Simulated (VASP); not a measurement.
Ir: single point with PBE

Ir:

```
Ir
1.0
     2.64132    0.00000    0.00000
    -1.32066    2.28745    0.00000
     0.00000    0.00000    4.46229
Ir
2
Direct
  0.66667 0.33333 0.75000
  0.33333 0.66667 0.25000
```

This cell differs from its parent crystal: strain -0.040 along x and y, +0.000 along z.

* Program: VASP 6.6.1
* Task: single point
* Functional: PBE
* Potentials or basis: VASP PAW PBE potentials, release 64 (Ir)
* Cutoff: 520 eV
* k mesh: 18 × 18 × 12
* Occupations: gaussian, width 0.15 eV
* Spin: no spin polarisation

```yaml
Pressure: 34.0 GPa
Band_gap_on_the_k_mesh: zero (band 9 reaches 12.70 eV, above the bottom of band 10 at 8.82 eV)
```

Stress tensor (GPa, compression positive):
```
40.51  0.00  0.00
 0.00 40.51  0.00
 0.00  0.00 20.88
```

Levels at points of the mesh, in eV from the Fermi level:
```tsv
k point	band 5	band 6	band 7	band 8	band 9	band 10	band 11	band 12	band 13	band 14
(0.00, 0.00, 0.00)	-4.10	-3.48	-3.48	-2.15	-2.15	-1.33	0.38	0.38	7.03	14.43
(0.50, 0.00, 0.00)	-4.06	-3.47	-3.41	0.93	1.14	1.50	3.30	4.89	8.64	10.27
(0.00, 0.00, 0.50)	-4.14	-4.14	-4.14	-4.14	-0.43	-0.43	-0.43	-0.43	13.50	13.50
(0.50, 0.00, 0.50)	-2.09	-2.09	-1.01	-1.01	1.35	1.35	2.16	2.16	8.39	8.39
```

Run time: 110 s on 1 thread of Intel Xeon 6975P-C, on a shared host, peak memory 0.22 GiB.

Caveat: the cell differs from its parent crystal (strain -0.040 along x and y, +0.000 along z); spin-orbit coupling is left out, which moves the levels of the heavy elements.
